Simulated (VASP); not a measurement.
# YMg2O2 (I4/mmm) in VASP: notebook, part 2 of 2

VASP 6.6.1.

## Step 4: Relaxation of cell and atoms, PBE

This run uses another cell than the first one, of 14.78 Å³/atom.

INCAR

```
SYSTEM = YMg2O2
  ALGO = Normal
  EDIFF = 1E-6
  EDIFFG = -0.04
  ENCUT = 600
  GGA = PE
  IBRION = 2
  ISIF = 3
  ISMEAR = 0
  LASPH = .TRUE.
  LCHARG = .FALSE.
  LREAL = .FALSE.
  LWAVE = .FALSE.
  NELM = 60
  NSW = 90
  PREC = Accurate
  SIGMA = 0.1
```

KPOINTS

```
k-points
0
G
  6 6 6
  0 0 0
```

POSCAR

```
YMg2O2
1.0
   -1.9644827300      1.9644827300      4.7882435100
    1.9644827300     -1.9644827300      4.7882435100
    1.9644827300      1.9644827300     -4.7882435100
Y Mg O
1 2 2
Direct
    0.0000000000      0.0000000000      0.0000000000
    0.3779999900      0.3779999900      0.0000000000
    0.6220000100      0.6220000100      0.0000000000
    0.7500000000      0.2500000000      0.5000000000
    0.2500000000      0.7500000000      0.5000000000
```

Potentials or basis: VASP PAW PBE potentials, release 64 (Y_sv, Mg, O).

The run is started by

```console
$ cat potpaw_PBE.64/Y_sv/POTCAR potpaw_PBE.64/Mg/POTCAR potpaw_PBE.64/O/POTCAR > POTCAR
$ mpirun -np 1 vasp_std > vasp.out
```

OUTCAR:

```text
SYSTEM = YMg2O2
   EDIFF = 1E-6
   EDIFFG = -0.04
   ENCUT = 600
   GGA = PE
   IBRION = 2
   ISIF = 3
   ISMEAR = 0
   LASPH = .TRUE.
   LREAL = .FALSE.
   NELM = 60
   NSW = 90
   PREC = Accurate

 ion  position               nearest neighbor table
   1  0.000  0.000  0.000-   3 3.01   3 3.01   2 3.01   2 3.01   3 3.01   3 3.01   2 3.01   2 3.01
                             5 3.10   4 3.10   5 3.10   4 3.10   4 3.10   4 3.10   5 3.10   5 3.10
   2  0.378  0.378  0.000-   4 2.32   5 2.32   5 2.32   4 2.32   3 2.34   1 3.01   1 3.01   1 3.01
                             1 3.01   1 3.62
   3  0.622  0.622  0.000-   5 2.32   4 2.32   4 2.32   5 2.32   2 2.34   1 3.01   1 3.01   1 3.01
                             1 3.01   1 3.62
   4  0.750  0.250  0.500-   2 2.32   3 2.32   2 2.32   3 2.32   1 3.10   1 3.10   1 3.10   1 3.10

   5  0.250  0.750  0.500-   2 2.32   3 2.32   2 2.32   3 2.32   1 3.10   1 3.10   1 3.10   1 3.10

  LATTYP: Found a body centered tetragonal cell.
 ALAT       =     3.9289654600
 C/A-ratio  =     2.4374067722

  Lattice vectors:

 A1 = (  -1.9644827300,   1.9644827300,   4.7882435100)
 A2 = (   1.9644827300,  -1.9644827300,   4.7882435100)
 A3 = (   1.9644827300,   1.9644827300,  -4.7882435100)

Analysis of symmetry for initial positions (statically):
=====================================================================
 Subroutine PRICEL returns:
 Original cell was already a primitive cell.

 Routine SETGRP: Setting up the symmetry group for a
 body centered tetragonal supercell.

 Subroutine GETGRP returns: Found 16 space group operations
 (whereof 16 operations were pure point group operations)
 out of a pool of 16 trial point group operations.

The static configuration has the point symmetry D_4h.

Analysis of symmetry for dynamics (positions and initial velocities):
=====================================================================
 Subroutine PRICEL returns:
 Original cell was already a primitive cell.

 Routine SETGRP: Setting up the symmetry group for a
 body centered tetragonal supercell.

 Subroutine GETGRP returns: Found 16 space group operations
 (whereof 16 operations were pure point group operations)
 out of a pool of 16 trial point group operations.

The dynamic configuration has the point symmetry D_4h.

 Subroutine INISYM returns: Found 16 space group operations
 (whereof 16 operations are pure point group operations),
 and found     1 'primitive' translations

----------------------------------------------------------------------------------------

                                     Primitive cell

  volume of cell :      73.9150

  direct lattice vectors                    reciprocal lattice vectors
    -1.964482730  1.964482730  4.788243510     0.000000000  0.254519926  0.104422425
     1.964482730 -1.964482730  4.788243510     0.254519926  0.000000000  0.104422425
     1.964482730  1.964482730 -4.788243510     0.254519926  0.254519926  0.000000000

  length of vectors
     5.535852301  5.535852301  5.535852301     0.275108044  0.275108044  0.359945532

  position of ions in fractional coordinates (direct lattice)
     0.000000000  0.000000000  0.000000000
     0.377999990  0.377999990  0.000000000
     0.622000010  0.622000010  0.000000000
     0.750000000  0.250000000  0.500000000
     0.250000000  0.750000000  0.500000000

  ion indices of the primitive-cell ions
[... 76 lines left out ...]
   ENCUT  =  600.0 eV  44.10 Ry    6.64 a.u.  11.06 11.06 11.06*2*pi/ulx,y,z
   NELM   =     60;   NELMIN=  2; NELMDL= -5     # of ELM steps
   EDIFF  = 0.1E-05   stopping-criterion for ELM
   LREAL  =      F    real-space projection
   EDIFFG = -.4E-01   stopping-criterion for IOM
   NSW    =     90    number of steps for IOM
   IBRION =      2    ionic relax: 0-MD 1-quasi-New 2-CG
   NFREE  =      1    steps in history (QN), initial steepest desc. (CG)
   ISIF   =      3    stress and relaxation
   ISYM   =      2    0-nonsym 1-usesym 2-fastsym
   POTIM  = 0.5000    time-step for ionic-motion
   TEBEG  =    0.0;   TEEND  =   0.0 temperature during run
   PSTRESS=    0.0 pullay stress
   NELECT =      27.0000    total number of electrons
   NUPDOWN=      -1.0000    fix difference up-down
   EMIN   =  10.00;   EMAX   =-10.00  energy-range for DOS
   EFERMI =   0.00;   METHOD = LEGACY
   ISMEAR =     0;   SIGMA  =   0.10  broadening in eV -4-tet -1-fermi 0-gaus
   EFERMI_NEDOS =   21; number of points for ismear=-14 and -15
   IALGO  =     38    algorithm
   IMIX   =      4    mixing-type and parameters
     AMIX     =   0.40;   BMIX     =  1.00
     AMIX_MAG =   1.60;   BMIX_MAG =  1.00
  volume/ion in A,a.u.               =      14.78        99.76
  Fermi-wavevector in a.u.,A,eV,Ry     =   1.170268  2.211485 18.633538  1.369526
  Thomas-Fermi vector in A             =   2.306729
   LORBIT       =      0    0 simple, 1 ext, 2 COOP (PROOUT), +10 PAW based schemes
   GGA     = PE    functional components
   LHFCALC =     F    Hartree Fock is set to
   AEXX    =    0.0000 exact exchange contribution
   IVDW    =     0    specifies the selected vdW correction
   LEPSILON=     F    determine dielectric tensor
   LRPA    =     F    only Hartree local field effects (RPA)
 conjugate gradient relaxation of ions
 non-spin polarized calculation
 Gauss-broadening in eV      SIGMA  =   0.10
  energy-cutoff  :      600.00
  volume of cell :       73.92
 maximum number of plane-waves:      2484
 NGX is ok and might be reduce to    48
   NGX = 23   NGY = 23   NGZ = 23

--------------------------------------- Ionic step        1  -------------------------------------------

 number of electron      27.0000001 magnetization

 Free energy of the ion-electron system (eV)
  ---------------------------------------------------
  ext. energy  EPLUGINS =         0.00000000
  ---------------------------------------------------
  free energy    TOTEN  =       -24.85661359 eV

  energy without entropy =      -24.84628289  energy(sigma->0) =      -24.85144824

------------------------ aborting loop because EDIFF is reached ----------------------------------------

  FORCE on cell =-STRESS in cart. coord.  units (eV):
  Direction    XX          YY          ZZ          XY          YZ          ZX
  --------------------------------------------------------------------------------------
  -------------------------------------------------------------------------------------
  Total        2.1378553      2.1378553     -6.7503743      0.0000000     -0.0000000      0.0000000
  in kB       46.3400227     46.3400227   -146.3207060      0.0000000     -0.0000000      0.0000000
  external PRESSURE =     -17.8802202 kB  Pullay stress =       0.0000000 kB
[... 98 lines left out ...]
  FREE ENERGIE OF THE ION-ELECTRON SYSTEM (eV)
  ---------------------------------------------------
  free  energy   TOTEN  =       -27.3931509528 eV

  energy  without entropy=      -27.3838595117  energy(sigma->0) =      -27.38850523

[... ionic steps 4 to 7 ...]

--------------------------------------- Ionic step        8  -------------------------------------------

 number of electron      27.0000001 magnetization

------------------------ aborting loop because EDIFF is reached ----------------------------------------
[... 73 lines left out ...]
--------------------------------------- Ionic step       10  -------------------------------------------

 number of electron      27.0000001 magnetization

 Free energy of the ion-electron system (eV)
  ---------------------------------------------------
  ext. energy  EPLUGINS =         0.00000000
  ---------------------------------------------------
  free energy    TOTEN  =       -27.66013625 eV

  energy without entropy =      -27.65216343  energy(sigma->0) =      -27.65614984

 E-fermi :   5.3589     XC(G=0): -10.2674

 val. band max:        5.3434938964   @ k =  -0.3333   0.1667   0.0000
 cond. band min:       5.4328037343   @ k =  -0.3333  -0.3333   0.1667
 fundamental gap:      0.0893098379
 Fermi energy:         5.3588667265

 k-point     1 :       0.0000    0.0000    0.0000
  band No.  band energies     occupation
      1     -38.7379      2.00000
      2     -18.9960      2.00000
      3     -18.5309      2.00000
      4     -18.5309      2.00000
      5     -14.6518      2.00000
      6     -13.2812      2.00000
[... 457 lines left out ...]
      4     -18.5284      2.00000
      5     -14.4995      2.00000
      6     -13.3689      2.00000
[... 9 lines left out ...]
     16       6.8790      0.00000
     17       6.9404      0.00000

 [... further k-points ...]

------------------------ aborting loop because EDIFF is reached ----------------------------------------

  FORCE on cell =-STRESS in cart. coord.  units (eV):
  Direction    XX          YY          ZZ          XY          YZ          ZX
  --------------------------------------------------------------------------------------
  -------------------------------------------------------------------------------------
  Total       -0.1748880     -0.1748880      0.1253445      0.0000000      0.0000000      0.0000000
  in kB       -3.9047685     -3.9047685      2.7985997      0.0000000      0.0000000      0.0000000
  external PRESSURE =      -1.6703124 kB  Pullay stress =       0.0000000 kB
[... 20 lines left out ...]
  FREE ENERGIE OF THE ION-ELECTRON SYSTEM (eV)
  ---------------------------------------------------
  free  energy   TOTEN  =       -27.6601362515 eV

  energy  without entropy=      -27.6521634265  energy(sigma->0) =      -27.65614984

 reached required accuracy - stopping structural energy minimisation
```

It took 7.6 min on 1 thread of AMD EPYC 9R14 (Zen 4), shared host; peak memory 0.37 GiB.

What came out:

* Free energy: -27.6601 eV
* Relaxed volume: 14.35 Å³/atom
* Relaxed cell: a = 5.485 Å, b = 5.485 Å, c = 5.485 Å, α = 138.48°, β = 138.48°, γ = 60.17°
* Space group after relaxing (to 0.1 Å): I4/mmm (No. 139)
* Energy gained by relaxing: 560.7 meV/atom
* Ionic steps: 10
* Pressure after relaxing: -0.2 GPa
* Largest force after relaxing: 0.006 eV/Å
* Band gap on the k mesh: zero (an odd number of electrons rules out a gap without spin polarisation)

Forces on the atoms (eV/Å):
```
Y    0.000  0.000  0.000
Mg   0.000  0.000 -0.006
Mg   0.000  0.000  0.006
O    0.000  0.000  0.000
O    0.000  0.000  0.000
```

Stress tensor (GPa, compression positive):
```
-0.39  0.00  0.00
 0.00 -0.39  0.00
 0.00  0.00  0.28
```

Step by step:
```
step  energy change (eV)  largest force (eV/Å)  pressure (GPa)  volume (Å³)
   1              0.0000                6.7524           -1.79        73.92
   2             -2.5200                1.0035           -3.47        71.98
   3             -2.5365                0.4858           -3.10        71.76
   4             -2.7530                0.0708            2.37        68.63
   5             -2.7550                0.0290            3.14        68.28
   6             -2.7952                0.1883            0.61        70.61
   7             -2.7976                0.2474           -0.19        71.42
   8             -2.7976                0.2426           -0.12        71.35
   9             -2.8024                0.1039           -0.16        71.59
  10             -2.8035                0.0058           -0.17        71.76
```

Final structure:
```yaml
crystal:
  lattice:
    - [-1.94419, 1.94419, 4.74612]
    - [1.94419, -1.94419, 4.74612]
    - [1.94419, 1.94419, -4.74612]
  atoms:
    - { symbol: Y, position: [0.00000, 0.00000, 0.00000] }
    - { symbol: Mg, position: [0.32973, 0.32973, 0.00000] }
    - { symbol: Mg, position: [0.67027, 0.67027, 0.00000] }
    - { symbol: O, position: [0.75000, 0.25000, 0.50000] }
    - { symbol: O, position: [0.25000, 0.75000, 0.50000] }
```

Levels at points of the mesh, in eV from the Fermi level:
```tsv
k point	band 11	band 12	band 13	band 14	band 15	band 16
(0.00, 0.00, 0.00)	-4.29	-3.53	-3.53	0.19	0.59	2.16
(0.50, 0.00, 0.00)	-5.22	-5.09	-1.10	-0.93	0.62	1.09
(0.50, 0.50, 0.00)	-3.27	-3.25	-2.59	0.43	1.58	1.61
(0.50, 0.50, 0.50)	-3.57	-3.57	-2.36	-0.44	1.30	1.30
```

## Step 5: Single point, PBE

This run uses another cell than the first one, of 14.47 Å³/atom.

INCAR

```
SYSTEM = YMg2O2
  PREC = Accurate
  ENCUT = 520
  EDIFF = 1E-6
  ISMEAR = 0
  SIGMA = 0.1
  LREAL = .FALSE.
  LASPH = .TRUE.
  NELM = 60
  ALGO = Normal
  ISIF = 2
  LWAVE = .FALSE.
  LCHARG = .FALSE.
  GGA = PE
  NBANDS = 22
```

KPOINTS

```
regular mesh
0
G
  14 14 14
  0 0 0
```

POSCAR

```
YMg2O2
1.0
   -1.9437123955      1.9437123955      4.7884288997
    1.9437123955     -1.9437123955      4.7884288997
    1.9437123955      1.9437123955     -4.7884288997
Y Mg O
1 2 2
Direct
    0.0000000000      0.0000000000      0.0000000000
    0.3287015465      0.3287015465      0.0000000000
    0.6712984535      0.6712984535      0.0000000000
    0.7500000000      0.2500000000      0.5000000000
    0.2500000000      0.7500000000      0.5000000000
```

The run is started by

```console
$ cat potpaw_PBE.64/Y_sv/POTCAR potpaw_PBE.64/Mg/POTCAR potpaw_PBE.64/O/POTCAR > POTCAR
$ mpirun -np 1 vasp_std > vasp.out
```

It took 7 min on 1 thread of AMD EPYC 9R14 (Zen 4), shared host; peak memory 0.56 GiB.

The run converged. Its results:

```yaml
Free_energy: -27.6463 eV
Pressure: -0.3 GPa
Largest_force: 0.011 eV/Å
Band_gap_on_the_k_mesh: zero (an odd number of electrons rules out a gap without spin polarisation)
```

Forces on the atoms (eV/Å):
```
Y    0.000  0.000  0.000
Mg   0.000  0.000 -0.011
Mg   0.000  0.000  0.011
O    0.000  0.000  0.000
O    0.000  0.000  0.000
```

Stress tensor (GPa, compression positive):
```
-0.31  0.00  0.00
 0.00 -0.31  0.00
 0.00  0.00 -0.23
```

Levels at points of the mesh, in eV from the Fermi level:
```tsv
k point	band 11	band 12	band 13	band 14	band 15	band 16
(0.00, 0.00, 0.00)	-4.30	-3.50	-3.50	0.18	0.53	2.10
(0.50, 0.00, 0.00)	-5.19	-5.06	-1.12	-0.93	0.64	1.02
(0.50, 0.50, 0.00)	-3.24	-3.23	-2.57	0.38	1.56	1.56
(0.50, 0.50, 0.50)	-3.54	-3.54	-2.37	-0.46	1.28	1.28
```

## Step 6: Summary

| task | cell | k mesh | cutoff (eV) | gap on the mesh (eV) | pressure (GPa) | largest force (eV/Å) |
| --- | --- | --- | --- | --- | --- | --- |
| single point | a = 5.508 Å, angles 138.6, 138.6, 59.9°, 5 atoms, atomic positions A | 6 × 6 × 6 | 520 | none | -0.4 | 0.03 |
| single point | a = 5.536 Å, angles 138.4, 138.4, 60.2°, 5 atoms, atomic positions B | 6 × 6 × 6 | 520 | none | -1.7 | 6.75 |
| relaxation of cell and atoms | relaxed from a = 5.536 Å, angles 138.4, 138.4, 60.2°, 5 atoms, atomic positions B | 6 × 6 × 6 | 600 | none | -0.2 | 0.01 |
| single point | a = 5.521 Å, angles 138.8, 138.8, 59.7°, 5 atoms, atomic positions C | 14 × 14 × 14 | 520 | none | -0.3 | 0.01 |

Alike in all rows: level PBE; potentials or basis VASP PAW PBE potentials, release 64 (Y_sv, Mg, O); no spin polarisation; smearing gaussian 0.1 eV.

Caveats: the stress differs along the axes, from -15 to 5 GPa (at least some runs); forces of over 1 eV/Å act on the atoms, so gaps and moduli don't describe the material at rest (at least some runs).

Total energies depend on the potentials used, so only differences within one code and one set of settings carry meaning.

The gap in the log of VASP goes by the Fermi energy; the results here count the filled bands.